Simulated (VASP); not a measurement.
# Cu (P6_3/mmc) in VASP: a series of runs

Cu is run at these levels: PBE+D3(BJ); tasks: single point, relaxation of cell and atoms.

Program: VASP 6.6.1. These are calculated values, not measurements. Logs are shortened: lines on timing, memory, paths and dates and some standing lists are left out, and cuts for length are marked.

### 1 The cell of the first run

It takes space group P6_3/mmc (No. 194, hexagonal). The conventional cell has a = 2.520 Å, b = 2.520 Å, c = 4.116 Å, α = 90.00°, β = 90.00°, γ = 120.00°. Cu (site symmetry -6m2) has 12 Cu at 2.52 Å within 3.3 Å.

This isn't the form of Cu at room conditions, which is fcc.

### 2 Single point, PBE+D3(BJ)

File INCAR:

```
  PREC = Accurate
  ENCUT = 520
  EDIFF = 1E-6
  ISMEAR = 0
  SIGMA = 0.1
  LREAL = F
  LASPH = T
  NELM = 60
  ALGO = Fast
  ISIF = 2
  LWAVE = F
  LCHARG = F
  GGA = PE
  IVDW = 12
  NBANDS = 18
```

File KPOINTS:

```
regular mesh
0
Gamma
  18 18 10
```

File POSCAR:

```
Cu
1.0
    2.5204857621      0.0000000000      0.0000000000
   -1.2602428810      2.1828046998      0.0000000000
    0.0000000000      0.0000000000      4.1160119731
Cu
2
Direct
    0.3333333333      0.6666666667      0.2500000000
    0.6666666667      0.3333333333      0.7500000000
```

Potentials or basis: VASP PAW PBE potentials, release 64 (Cu).

Launch:

```
$ cat potpaw_PBE.64/Cu/POTCAR > POTCAR
$ mpirun -np 1 vasp_std > vasp.out
```

OUTCAR:

```text
PREC = Accurate
   ENCUT = 520
   EDIFF = 1E-6
   ISMEAR = 0
   LREAL = F
   LASPH = T
   NELM = 60
   ISIF = 2
   GGA = PE
   IVDW = 12
 IVDW          = 12

 ion  position               nearest neighbor table
   1  0.333  0.667  0.250-   2 2.52   2 2.52   2 2.52   2 2.52   2 2.52   2 2.52
   2  0.667  0.333  0.750-   1 2.52   1 2.52   1 2.52   1 2.52   1 2.52   1 2.52

  LATTYP: Found a hexagonal cell.
 ALAT       =     2.5204857621
 C/A-ratio  =     1.6330232985

  Lattice vectors:

 A1 = (   2.5204857621,   0.0000000000,   0.0000000000)
 A2 = (  -1.2602428810,   2.1828046998,   0.0000000000)
 A3 = (   0.0000000000,   0.0000000000,   4.1160119731)

Analysis of symmetry for initial positions (statically):
=====================================================================
 Subroutine PRICEL returns:
 Original cell was already a primitive cell.

 Routine SETGRP: Setting up the symmetry group for a
 hexagonal supercell.

 Subroutine GETGRP returns: Found 24 space group operations
 (whereof 12 operations were pure point group operations)
 out of a pool of 24 trial point group operations.

The static configuration has the point symmetry D_3d.
 The point group associated with its full space group is D_6h.

Analysis of symmetry for dynamics (positions and initial velocities):
=====================================================================
 Subroutine PRICEL returns:
 Original cell was already a primitive cell.

 Routine SETGRP: Setting up the symmetry group for a
 hexagonal supercell.

 Subroutine GETGRP returns: Found 24 space group operations
 (whereof 12 operations were pure point group operations)
 out of a pool of 24 trial point group operations.

The dynamic configuration has the point symmetry D_3d.
 The point group associated with its full space group is D_6h.

 Subroutine INISYM returns: Found 24 space group operations
 (whereof 12 operations are pure point group operations),
 and found     1 'primitive' translations

----------------------------------------------------------------------------------------

                                     Primitive cell

  volume of cell :      22.6452

  direct lattice vectors                    reciprocal lattice vectors
     2.520485762  0.000000000  0.000000000     0.396748918  0.229063095  0.000000000
    -1.260242881  2.182804700  0.000000000     0.000000000  0.458126190  0.000000000
     0.000000000  0.000000000  4.116011973     0.000000000  0.000000000  0.242953618

  length of vectors
     2.520485762  2.520485762  4.116011973     0.458126190  0.458126190  0.242953618

  position of ions in fractional coordinates (direct lattice)
     0.333333333  0.666666667  0.250000000
     0.666666667  0.333333333  0.750000000

  ion indices of the primitive-cell ions
   primitive index   ion index
                 1           1
                 2           2

----------------------------------------------------------------------------------------

 KPOINTS: regular mesh

Automatic generation of k-mesh.
 Grid dimensions read from file:
 generate k-points for:   18   18   10

 Generating k-lattice:

  Cartesian coordinates                     Fractional coordinates (reciprocal lattice)
     0.022041607  0.012725727  0.000000000     0.055555556  0.000000000  0.000000000
     0.000000000  0.025451455  0.000000000     0.000000000  0.055555556  0.000000000
     0.000000000  0.000000000  0.024295362     0.000000000  0.000000000  0.100000000

  Length of vectors
     0.025451455  0.025451455  0.024295362

  Shift w.r.t. Gamma in fractional coordinates (k-lattice)
     0.000000000  0.000000000  0.000000000

 Subroutine IBZKPT returns following result:
 ===========================================

 Found    222 irreducible k-points:

 Following reciprocal coordinates:
            Coordinates               Weight
  0.000000  0.000000  0.000000      1.000000
  0.055556  0.000000  0.000000      6.000000
  0.111111  0.000000  0.000000      6.000000
  0.166667  0.000000  0.000000      6.000000
  0.222222 -0.000000  0.000000      6.000000
  0.277778  0.000000  0.000000      6.000000
[... 16 lines left out ...]
  0.333333  0.111111  0.000000     12.000000
  0.388889  0.111111  0.000000     12.000000
 [... further k-points ...]
   k-points           NKPTS =    222   k-points in BZ     NKDIM =    222   number of bands    NBANDS=     18
   number of dos      NEDOS =    301   number of ions     NIONS =      2
   total plane-waves  NPLWV =  12800
   dimension x,y,z NGX =    20 NGY =   20 NGZ =   32
   dimension x,y,z NGXF=    40 NGYF=   40 NGZF=   64
   ions per type =               2
   NGX,Y,Z   is equivalent  to a cutoff of  13.19, 13.19, 12.92 a.u.
   NGXF,Y,Z  is equivalent  to a cutoff of  26.38, 26.38, 25.85 a.u.
 SYSTEM =  unknown system
   PREC   = accura    normal or accurate (medium, high low for compatibility)
   ISTART =      0    job   : 0-new  1-cont  2-samecut
   ICHARG =      2    charge: 1-file 2-atom 10-const
   ISPIN  =      1    spin polarized calculation?
   LNONCOLLINEAR =      F non collinear calculations
   LSORBIT =      F    spin-orbit coupling
   LASPH  =      T    aspherical Exc in radial PAW
   ENCUT  =  520.0 eV  38.22 Ry    6.18 a.u.   4.69  4.69  7.65*2*pi/ulx,y,z
   NELM   =     60;   NELMIN=  2; NELMDL= -5     # of ELM steps
   EDIFF  = 0.1E-05   stopping-criterion for ELM
   LREAL  =      F    real-space projection
   EDIFFG = 0.1E-04   stopping-criterion for IOM
   NSW    =      0    number of steps for IOM
   IBRION =     -1    ionic relax: 0-MD 1-quasi-New 2-CG
   NFREE  =      0    steps in history (QN), initial steepest desc. (CG)
   ISIF   =      2    stress and relaxation
   ISYM   =      2    0-nonsym 1-usesym 2-fastsym
   POTIM  = 0.5000    time-step for ionic-motion
   TEBEG  =    0.0;   TEEND  =   0.0 temperature during run
   PSTRESS=    0.0 pullay stress
   NELECT =      22.0000    total number of electrons
   NUPDOWN=      -1.0000    fix difference up-down
   EMIN   =  10.00;   EMAX   =-10.00  energy-range for DOS
   EFERMI =   0.00;   METHOD = LEGACY
   ISMEAR =     0;   SIGMA  =   0.10  broadening in eV -4-tet -1-fermi 0-gaus
   EFERMI_NEDOS =   21; number of points for ismear=-14 and -15
   IALGO  =     68    algorithm
   IMIX   =      4    mixing-type and parameters
     AMIX     =   0.40;   BMIX     =  1.00
     AMIX_MAG =   1.60;   BMIX_MAG =  1.00
  volume/ion in A,a.u.               =      11.32        76.41
  Fermi-wavevector in a.u.,A,eV,Ry     =   1.621401  3.064004 35.768922  2.628942
  Thomas-Fermi vector in A             =   2.715183
   LORBIT       =      0    0 simple, 1 ext, 2 COOP (PROOUT), +10 PAW based schemes
   GGA     = PE    functional components
   LHFCALC =     F    Hartree Fock is set to
   AEXX    =    0.0000 exact exchange contribution
   IVDW    =    12    specifies the selected vdW correction
   LEPSILON=     F    determine dielectric tensor
   LRPA    =     F    only Hartree local field effects (RPA)
 non-spin polarized calculation
 RMM-DIIS sequential band-by-band and
 Gauss-broadening in eV      SIGMA  =   0.10
  energy-cutoff  :      520.00
  volume of cell :       22.65
 maximum number of plane-waves:       628
 NGX is ok and might be reduce to    20
   NGX =  9   NGY =  9   NGZ = 15

 number of electron      21.9999981 magnetization

 Free energy of the ion-electron system (eV)
  ---------------------------------------------------
  ext. energy  EPLUGINS =         0.00000000
  ---------------------------------------------------
  free energy    TOTEN  =        -7.39745332 eV

  energy without entropy =       -7.39289005  energy(sigma->0) =       -7.39517168

 E-fermi :   8.0640     XC(G=0): -12.9724

 val. band max:        8.0597577105   @ k =   0.2222   0.2222   0.5000
 cond. band min:       8.0723966598   @ k =   0.5000  -0.0000   0.1000
 fundamental gap:      0.0126389493
 Fermi energy:         8.0640063618

 k-point     1 :       0.0000    0.0000    0.0000
  band No.  band energies     occupation
      1      -1.5575      2.00000
      2       2.7970      2.00000
      3       4.9535      2.00000
      4       5.0197      2.00000
      5       5.0197      2.00000
      6       5.2418      2.00000
[... 10 lines left out ...]
     17      32.1834      0.00000
     18      32.2367      0.00000

 k-point     2 :       0.0556    0.0000    0.0000
  band No.  band energies     occupation
      1      -1.4544      2.00000
      2       2.8576      2.00000
      3       4.8836      2.00000
      4       5.0584      2.00000
      5       5.0796      2.00000
      6       5.2221      2.00000
[... 10 lines left out ...]
     17      32.7929      0.00000
     18      33.2549      0.00000

 k-point     3 :       0.1111    0.0000    0.0000
  band No.  band energies     occupation
      1      -1.1481      2.00000
      2       3.0277      2.00000
      3       4.7653      2.00000
      4       5.1324      2.00000
      5       5.1714      2.00000
      6       5.2128      2.00000
[... 10 lines left out ...]
     17      32.5500      0.00000
     18      33.4327      0.00000

 k-point     4 :       0.1667    0.0000    0.0000
  band No.  band energies     occupation
      1      -0.6487      2.00000
      2       3.2684      2.00000
      3       4.6304      2.00000
      4       4.8064      2.00000
      5       5.0623      2.00000
      6       5.3431      2.00000
[... 375 lines left out ...]
      4       4.3571      2.00000
      5       4.9239      2.00000
      6       5.0831      2.00000
[... 10 lines left out ...]
     17      24.4815      0.00000
     18      28.0365      0.00000

 k-point    23 :       0.3333    0.1111    0.0000
  band No.  band energies     occupation
      1       2.6506      2.00000
      2       3.6023      2.00000
      3       3.7213      2.00000
      4       4.4675      2.00000
      5       4.8848      2.00000
      6       5.1318      2.00000
[... 10 lines left out ...]
     17      22.4120      0.00000
     18      27.5679      0.00000

 k-point    24 :       0.3889    0.1111    0.0000
  band No.  band energies     occupation
      1       3.0982      2.00000
      2       3.5082      2.00000
      3       3.6377      2.00000
      4       4.6324      2.00000
      5       4.8764      2.00000
      6       5.0461      2.00000
[... 10 lines left out ...]
     17      20.7163      0.00000
     18      27.2833      0.00000

 [... further k-points ...]

------------------------ aborting loop because EDIFF is reached ----------------------------------------

 Edisp (eV)   -1.21825

 E8    (eV) :    -0.5226

  FORCE on cell =-STRESS in cart. coord.  units (eV):
  Direction    XX          YY          ZZ          XY          YZ          ZX
  --------------------------------------------------------------------------------------
  -------------------------------------------------------------------------------------
  Total       0.25605     0.25605     0.25017     0.00000    -0.00000     0.00000
  in kB      18.11569    18.11569    17.70012     0.00000    -0.00000     0.00000
  external pressure =       17.98 kB  Pullay stress =        0.00 kB

 VOLUME and BASIS-vectors are now :
 -----------------------------------------------------------------------------
  energy-cutoff  :      520.00
  volume of cell :       22.65
      direct lattice vectors                 reciprocal lattice vectors
     2.520485762  0.000000000  0.000000000     0.396748918  0.229063095  0.000000000
    -1.260242881  2.182804700  0.000000000     0.000000000  0.458126190  0.000000000
     0.000000000  0.000000000  4.116011973     0.000000000  0.000000000  0.242953618

 POSITION                                       TOTAL-FORCE (eV/Angst)
 -----------------------------------------------------------------------------------
     -0.00000      1.45520      1.02900        -0.000000      0.000000      0.000000
      1.26024      0.72760      3.08701         0.000000      0.000000     -0.000000
 -----------------------------------------------------------------------------------
    total drift:                               -0.000000      0.000000     -0.000000

  FREE ENERGIE OF THE ION-ELECTRON SYSTEM (eV)
  ---------------------------------------------------
  free  energy   TOTEN  =        -8.6157075697 eV

  energy  without entropy=       -8.6111442928  energy(sigma->0) =       -8.61342593
```

It took 45 s on 1 thread of Intel Xeon 6975P-C (Granite Rapids), shared host; peak memory 0.2 GiB.

Results:

```
Free energy                : -8.6157 eV
Pressure                   : 1.8 GPa
Band gap on the k mesh     : zero (bands 11 and 12 overlap by 6.17 eV)
Dispersion energy per atom : -0.609 eV
```

Levels at points of the mesh, in eV from the Fermi level:
```csv
k point,band 8,band 9,band 10,band 11,band 12,band 13,band 14,band 15
"(0.00, 0.00, 0.00)",-2.52,-2.52,-1.73,-1.73,-1.07,4.03,21.75,22.45
"(0.50, 0.00, 0.00)",-1.63,-1.58,-1.52,0.05,1.70,8.01,8.43,10.98
"(0.00, 0.00, 0.50)",-3.09,-1.96,-1.96,-1.96,-1.96,12.86,12.86,22.46
"(0.50, 0.00, 0.50)",-1.91,-1.56,-1.56,0.50,0.50,5.12,5.12,16.60
```

### 3 Relaxation of cell and atoms, PBE+D3(BJ)

This run uses another cell than the first one, of 11.44 Å³/atom.

File INCAR:

```
  PREC = Accurate
  ENCUT = 600
  EDIFF = 1E-6
  ISMEAR = 0
  SIGMA = 0.1
  LREAL = F
  LASPH = T
  NELM = 80
  ALGO = Normal
  ISIF = 3
  LWAVE = F
  LCHARG = F
  GGA = PE
  IVDW = 12
  IBRION = 2
  NSW = 100
  EDIFFG = -0.005
```

KPOINTS is that of step 2.

File POSCAR:

```
Cu
1.0
    2.5340966698      0.0000000000      0.0000000000
   -1.2670483349      2.1945920917      0.0000000000
    0.0000000000      0.0000000000      4.1125710000
Cu
2
Direct
    0.3333333300      0.6666666700      0.2500000000
    0.6666666700      0.3333333300      0.7500000000
```

Potentials or basis: VASP PAW PBE potentials, release 64 (Cu).

Launch:

```
$ cat potpaw_PBE.64/Cu/POTCAR > POTCAR
$ mpirun -np 1 vasp_std > vasp.out
```

It took 2.9 min on 1 thread of Intel Xeon 6975P-C (Granite Rapids), shared host; peak memory 0.22 GiB.

The run converged. Its results:

```yaml
Free_energy: -8.6161 eV
Relaxed_volume: 11.37 Å³/atom
Relaxed_cell: a = 2.525 Å, b = 2.525 Å, c = 4.120 Å, α = 90.00°, β = 90.00°, γ = 120.00°
Space_group_after_relaxing_to_0.1_Å: P6_3/mmc (No. 194)
Energy_gained_by_relaxing: 0.4 meV/atom
Ionic_steps: 12
Pressure_after_relaxing: 0.0 GPa
Band_gap_on_the_k_mesh: zero (bands 11 and 12 overlap by 6.15 eV)
Dispersion_energy_per_atom: -0.607 eV
```

Stress tensor (GPa, compression positive):
```
-0.07  0.00  0.00
 0.00 -0.07  0.00
 0.00  0.00  0.04
```

The path:
| step | energy change (eV) | largest force (eV/Å) | pressure (GPa) | volume (Å³) |
| --- | --- | --- | --- | --- |
| 1 | 0.0000 | 0.0000 | -0.70 | 22.87 |
| 2 | -0.0007 | 0.0000 | 0.21 | 22.71 |
| 3 | -0.0007 | 0.0000 | 0.21 | 22.71 |
| 4 | -0.0007 | 0.0000 | 0.12 | 22.72 |
| 5 | -0.0007 | 0.0000 | 0.11 | 22.71 |
| 6 | -0.0008 | 0.0000 | -0.11 | 22.74 |
| 7 | -0.0008 | 0.0000 | 0.08 | 22.74 |
| 8 | -0.0007 | 0.0000 | -0.05 | 22.75 |
| 9 | -0.0008 | 0.0000 | -0.11 | 22.75 |
| 10 | -0.0008 | 0.0000 | -0.07 | 22.74 |
| 11 | -0.0008 | 0.0000 | -0.04 | 22.74 |
| 12 | -0.0008 | 0.0000 | -0.03 | 22.74 |

Final structure:
```
Cu
1.0
     2.52453    0.00000    0.00000
    -1.26227    2.18631    0.00000
     0.00000    0.00000    4.11963
Cu
2
Direct
  0.33333 0.66667 0.25000
  0.66667 0.33333 0.75000
```

Levels at points of the mesh, in eV from the Fermi level:
```tsv
k point	band 7	band 8	band 9	band 10	band 11	band 12	band 13	band 14	band 15
(0.00, 0.00, 0.00)	-2.81	-2.51	-2.51	-1.72	-1.72	-1.05	4.02	21.70	22.37
(0.50, 0.00, 0.00)	-2.77	-1.62	-1.57	-1.52	0.05	1.69	7.99	8.41	10.96
(0.00, 0.00, 0.50)	-3.07	-3.07	-1.96	-1.96	-1.96	-1.96	12.85	12.85	22.41
(0.50, 0.00, 0.50)	-1.91	-1.91	-1.56	-1.56	0.51	0.51	5.10	5.10	16.55
```
